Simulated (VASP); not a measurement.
# AlN (P1) in VASP: a series of runs, part 2 of 2

VASP 6.6.1. The steps go on from the part before.

### 3 Single point, PBE

File INCAR:

```
SYSTEM = AlN
  PREC = Accurate
  ENCUT = 520
  EDIFF = 1E-6
  ISMEAR = 0
  SIGMA = 0.05
  LREAL = .FALSE.
  LASPH = .TRUE.
  NELM = 60
  ALGO = Normal
  ISIF = 2
  LWAVE = .FALSE.
  LCHARG = .FALSE.
  GGA = PE
  NBANDS = 26
```

File KPOINTS:

```
regular mesh
0
G
  8 8 3
  0 0 0
```

File POSCAR:

```
AlN
1.0
   -3.1110021516      0.0000000000      0.0000000000
   -1.5555010758     -2.6942068945      0.0000000000
   -1.2444008606      0.0000000000      9.9560000000
Al N
4 4
Direct
   -0.0281666667      0.3333333333      0.9037500000
    0.1718333333      0.3333333333      0.4037500000
    0.6051666667      0.6666666667      0.1537500000
    0.4051666667      0.6666666667      0.6537500000
    0.2948333333      0.3333333333      0.0962500000
    0.0948333333      0.3333333333      0.5962500000
    0.5281666667      0.6666666667      0.3462500000
    0.3281666667      0.6666666667      0.8462500000
```

Potentials or basis: VASP PAW PBE potentials, release 64 (Al, N).

Command:

```console
$ cat potpaw_PBE.64/Al/POTCAR potpaw_PBE.64/N/POTCAR > POTCAR
$ mpirun -np 1 vasp_std > vasp.out
```

OUTCAR:

```text
SYSTEM = AlN
   PREC = Accurate
   ENCUT = 520
   EDIFF = 1E-6
   ISMEAR = 0
   LREAL = .FALSE.
   LASPH = .TRUE.
   NELM = 60
   ISIF = 2
   GGA = PE

 ion  position               nearest neighbor table
   1  0.972  0.333  0.904-   8 1.89   8 1.89   8 1.89   5 2.29   3 2.66   4 3.07   4 3.07   4 3.07
                             3 3.31
   2  0.172  0.333  0.404-   7 1.89   7 1.89   7 1.89   6 1.92   3 3.07   4 3.07   3 3.07   4 3.07
                             4 3.07   3 3.07
   3  0.605  0.667  0.154-   5 1.89   5 1.89   5 1.89   7 1.92   1 2.66   2 3.07   2 3.07   2 3.07
                             1 3.31
   4  0.405  0.667  0.654-   6 1.89   6 1.89   6 1.89   8 1.92   1 3.07   2 3.07   1 3.07   2 3.07
                             2 3.07   1 3.07
   5  0.295  0.333  0.096-   3 1.89   3 1.89   3 1.89   1 2.29
   6  0.095  0.333  0.596-   4 1.89   4 1.89   4 1.89   2 1.92
   7  0.528  0.667  0.346-   2 1.89   2 1.89   2 1.89   3 1.92
   8  0.328  0.667  0.846-   1 1.89   1 1.89   1 1.89   4 1.92

  LATTYP: Found a base centered monoclinic cell.
 ALAT       =     3.1110021516
 B/A-ratio  =     1.7320508076
 C/A-ratio  =     3.2251560695
 COS(beta)  =    -0.1240250057

  Lattice vectors:

 A1 = (   1.5555010758,  -2.6942068945,   0.0000000000)
[... 193 lines left out ...]
 fundamental gap:      3.2070806151
 Fermi energy:         6.9034468336

 k-point     1 :       0.0000    0.0000    0.0000
  band No.  band energies     occupation
      1      -8.9723      2.00000
      2      -8.0913      2.00000
      3      -8.0463      2.00000
      4      -6.7797      2.00000
      5       0.2755      2.00000
      6       2.8624      2.00000
[... 685 lines left out ...]
     25      16.9631      0.00000
     26      17.5979      0.00000

 [... further k-points ...]
[... 5 lines left out ...]
  --------------------------------------------------------------------------------------
  -------------------------------------------------------------------------------------
  Total       -2.2294960      2.3880599      4.1208574      0.3690123      1.1042311      2.2884303
  in kB      -42.8056537     45.8500341     79.1192257      7.0849255     21.2009059     43.9371747
  external PRESSURE =      27.3878687 kB  Pullay stress =       0.0000000 kB

 VOLUME and BASIS-vectors are now :
 -----------------------------------------------------------------------------
  energy-cutoff  :      520.00
  volume of cell :       83.45
      direct lattice vectors                 reciprocal lattice vectors
    -3.111002152  0.000000000  0.000000000    -0.321439829  0.185583372 -0.040176778
    -1.555501076 -2.694206895  0.000000000     0.000000000 -0.371166744  0.000000000
    -1.244400861  0.000000000  9.956000000     0.000000000  0.000000000  0.100441945

 POSITION                                       TOTAL-FORCE (eV/Angst)
 -----------------------------------------------------------------------------------
     -4.66650     -0.89807      8.99774        -0.789248      0.467415      0.011378
     -1.55550     -0.89807      4.01974         0.012067     -0.000554      0.085402
     -3.11100     -1.79614      1.53074         0.130164     -0.459357      1.300336
     -3.11100     -1.79614      6.50874        -0.033263     -0.074834      0.052445
     -1.55550     -0.89807      0.95826         0.840280      0.657989     -0.456035
     -1.55550     -0.89807      5.93626        -0.000083     -0.027126     -0.148694
     -3.11100     -1.79614      3.44726         0.027265      0.063780     -0.106599
     -3.11100     -1.79614      8.42526        -0.187182     -0.627313     -0.738233
 -----------------------------------------------------------------------------------
    total drift:                               -0.000591      0.000178     -0.000115

  FREE ENERGIE OF THE ION-ELECTRON SYSTEM (eV)
  ---------------------------------------------------
  free  energy   TOTEN  =       -58.2328025360 eV

  energy  without entropy=      -58.2328025360  energy(sigma->0) =      -58.23280254
```

OSZICAR:

```text
N       E                     dE             d eps       ncg     rms          rms(c)
DAV:   1     0.109368968293E+03    0.10937E+03   -0.14752E+04  5096   0.111E+03
DAV:   2    -0.580430323968E+02   -0.16741E+03   -0.15649E+03  6818   0.227E+02
DAV:   3    -0.675778226977E+02   -0.95348E+01   -0.94786E+01  6852   0.555E+01
DAV:   4    -0.676622263694E+02   -0.84404E-01   -0.84352E-01  6016   0.597E+00
DAV:   5    -0.676633966811E+02   -0.11703E-02   -0.11701E-02  6756   0.705E-01    0.171E+01
DAV:   6    -0.582254471332E+02    0.94379E+01   -0.29723E+01  6350   0.291E+01    0.595E+00
DAV:   7    -0.582657561780E+02   -0.40309E-01   -0.14345E+00  6188   0.647E+00    0.413E+00
DAV:   8    -0.582379693467E+02    0.27787E-01   -0.13246E-01  6440   0.255E+00    0.642E-01
DAV:   9    -0.582317509110E+02    0.62184E-02   -0.27888E-02  6928   0.881E-01    0.300E-01
DAV:  10    -0.582328053791E+02   -0.10545E-02   -0.37361E-03  6324   0.344E-01    0.118E-01
DAV:  11    -0.582327961541E+02    0.92250E-05   -0.33890E-04  6064   0.138E-01    0.366E-02
DAV:  12    -0.582327995333E+02   -0.33792E-05   -0.59239E-05  6508   0.495E-02    0.149E-02
DAV:  13    -0.582328017567E+02   -0.22234E-05   -0.35366E-06  5648   0.145E-02    0.692E-03
DAV:  14    -0.582328025360E+02   -0.77934E-06   -0.12211E-06  4104   0.809E-03
   1 F= -.58232803E+02 E0= -.58232803E+02  d E =-.663367E-14
```

stdout:

```text
POSCAR found type information on POSCAR AlN
 POSCAR found :  2 types and       8 ions
 scaLAPACK will be used
 LDA part: xc-table for (Slater+PW92), standard interpolation
 POSCAR, INCAR and KPOINTS ok, starting setup
 FFT: planning ... GRIDC
 FFT: planning ... GRID_SOFT
 FFT: planning ... GRID
 WAVECAR not read
 entering main loop
```

Wall time 3.1 min (1 thread of Intel Xeon 6975P-C, shared host); peak memory 0.3 GiB.

What came out:

* Free energy: -58.2328 eV
* Pressure: 2.7 GPa
* Largest force: 1.385 eV/Å
* Band gap on the k mesh: 3.21 eV, direct

Forces on the atoms (eV/Å):
```
Al  -0.789  0.467  0.011
Al   0.012 -0.001  0.085
Al   0.130 -0.459  1.300
Al  -0.033 -0.075  0.052
N    0.840  0.658 -0.456
N    0.000 -0.027 -0.149
N    0.027  0.064 -0.107
N   -0.187 -0.627 -0.738
```

Caveat: forces of over 1 eV/Å act on the atoms, so gaps and moduli don't describe the material at rest.

### 4 Single point, PBE

File INCAR:

```
PREC = Accurate
ENCUT = 520
EDIFF = 1E-6
ISMEAR = 0
SIGMA = 0.05
LREAL = False
LASPH = True
NELM = 100
ALGO = Normal
ISIF = 2
LWAVE = False
LCHARG = False
GGA = PE
NBANDS = 26
```

File KPOINTS:

```
Automatic mesh
0
Gamma
  8 8 3
```

File POSCAR:

```
AlN
1.0
   -3.1110021516      0.0000000000      0.0000000000
   -1.5555010758     -2.6942068945      0.0000000000
   -0.3111002152      0.0000000000      9.9560000000
Al N
4 4
Direct
    0.2429583333      0.3333333333      0.9037500000
    0.2929583333      0.3333333333      0.4037500000
    0.6512916667      0.6666666667      0.1537500000
    0.6012916667      0.6666666667      0.6537500000
    0.3237083333      0.3333333333      0.0962500000
    0.2737083333      0.3333333333      0.5962500000
    0.6320416667      0.6666666667      0.3462500000
    0.5820416667      0.6666666667      0.8462500000
```

Command:

```console
$ cat potpaw_PBE.64/Al/POTCAR potpaw_PBE.64/N/POTCAR > POTCAR
$ mpirun -np 1 vasp_std > vasp.out
```

It took 3.3 min on 1 thread of Intel Xeon 6975P-C, shared host; peak memory 0.3 GiB.

The run converged. Its results:

- Free energy: -59.4207 eV
- Pressure: 3.6 GPa
- Largest force: 0.656 eV/Å
- Band gap on the k mesh: 4.04 eV, direct

Forces in eV/Å, atoms in the order of the input:
```
Al  -0.567  0.054  0.252
Al   0.009  0.000  0.168
Al   0.132 -0.048  0.300
Al  -0.027 -0.006  0.164
N    0.573  0.055 -0.313
N   -0.001 -0.002 -0.174
N    0.020  0.005 -0.170
N   -0.139 -0.058 -0.227
```

Stress tensor (GPa, compression positive):
```
3.67 0.48 3.26
0.48 4.42 0.13
3.26 0.13 2.78
```

Levels at points of the mesh, in eV from the valence-band top:
```csv
k point,band 14,band 15,band 16,band 17,band 18,band 19
"(0.00, 0.00, 0.00)",-0.43,-0.34,0.00,4.04,6.27,6.36
"(0.50, 0.00, 0.00)",-1.61,-1.31,-0.82,5.05,5.31,5.53
"(0.50, 0.50, 0.00)",-1.50,-1.23,-0.86,4.99,5.16,5.65
"(0.00, 0.50, 0.00)",-1.47,-1.37,-0.83,5.12,5.19,5.67
```

PBE gaps usually lie below the measured ones, often by a third to a half.

### 5 Single point, PBE

File INCAR:

```
PREC = Accurate ; ENCUT = 520
EDIFF = 1E-6 ; ISMEAR = 0
SIGMA = 0.05 ; LREAL = F
LASPH = T ; NELM = 60
ALGO = Normal ; ISIF = 2
LWAVE = F ; LCHARG = T
GGA = PE ; LELF = T
LVHAR = T ; NBANDS = 26
```

KPOINTS is that of step 4.

File POSCAR:

```
AlN
1.0
   -3.1110021516      0.0000000000      0.0000000000
   -1.5555010758     -2.6942068945      0.0000000000
   -0.9333006455      0.0000000000      9.9560000000
Al N
4 4
Direct
    0.0622083333      0.3333333333      0.9037500000
    0.2122083333      0.3333333333      0.4037500000
    0.6205416667      0.6666666667      0.1537500000
    0.4705416667      0.6666666667      0.6537500000
    0.3044583333      0.3333333333      0.0962500000
    0.1544583333      0.3333333333      0.5962500000
    0.5627916667      0.6666666667      0.3462500000
    0.4127916667      0.6666666667      0.8462500000
```

Command:

```console
$ cat potpaw_PBE.64/Al/POTCAR potpaw_PBE.64/N/POTCAR > POTCAR
$ mpirun -np 1 vasp_std > vasp.out
```

It took 3.3 min on 1 thread of Intel Xeon 6975P-C, shared host; peak memory 0.3 GiB.

Results (log left out):

* Free energy: -58.6395 eV
* Pressure: 2.9 GPa
* Largest force: 1.426 eV/Å
* Band gap on the k mesh: 3.43 eV, direct

Forces on the atoms (eV/Å):
```
Al  -1.175  0.351  0.221
Al   0.018  0.000  0.104
Al   0.214 -0.332  0.992
Al  -0.050 -0.049  0.076
N    1.225  0.441 -0.581
N   -0.001 -0.018 -0.146
N    0.040  0.041 -0.117
N   -0.271 -0.433 -0.549
```

Stress tensor (GPa, compression positive):
```
-1.51  1.01  6.54
 1.01  4.54  1.30
 6.54  1.30  5.73
```

Levels at points of the mesh, in eV from the valence-band top:
```
           k point  band 12  band 13  band 14  band 15  band 16  band 17  band 18  band 19  band 20  band 21
(0.00, 0.00, 0.00)    -0.95    -0.84    -0.71    -0.62     0.00     3.43     5.58     6.06     6.34     9.40
(0.50, 0.00, 0.00)    -2.02    -2.00    -1.82    -1.31    -0.77     3.90     5.12     5.30     5.83     6.89
(0.50, 0.50, 0.00)    -1.98    -1.84    -1.72    -1.18    -0.81     3.99     4.75     5.40     6.03     7.49
(0.00, 0.50, 0.00)    -2.00    -1.75    -1.68    -1.41    -1.01     4.05     4.89     5.31     5.74     6.87
```

Caveat: forces of over 1 eV/Å act on the atoms, so gaps and moduli don't describe the material at rest.

### 6 Summary

| cell | gap on the mesh (eV) | pressure (GPa) | largest force (eV/Å) |
| --- | --- | --- | --- |
| a = 3.111, b = 3.111, c = 9.975 Å, angles 88.2, 86.4, 60.0°, 8 atoms | 3.75 | 3.3 | 1.21 |
| a = 3.111, b = 3.111, c = 10.033 Å, angles 86.4, 82.9, 60.0°, 8 atoms | 3.21 | 2.7 | 1.39 |
| a = 3.111, b = 3.111, c = 9.961 Å, angles 89.1, 88.2, 60.0°, 8 atoms | 4.04 | 3.6 | 0.66 |
| a = 3.111, b = 3.111, c = 10.000 Å, angles 87.3, 84.6, 60.0°, 8 atoms | 3.43 | 2.9 | 1.43 |

Alike in all rows: task single point; level PBE; potentials or basis VASP PAW PBE potentials, release 64 (Al, N); no spin polarisation; k mesh 8 × 8 × 3; cutoff (eV) 520; smearing gaussian 0.05 eV.

Caveats: forces of over 1 eV/Å act on the atoms, so gaps and moduli don't describe the material at rest (some runs).

Absolute energies hang on the potentials; compare differences alone.
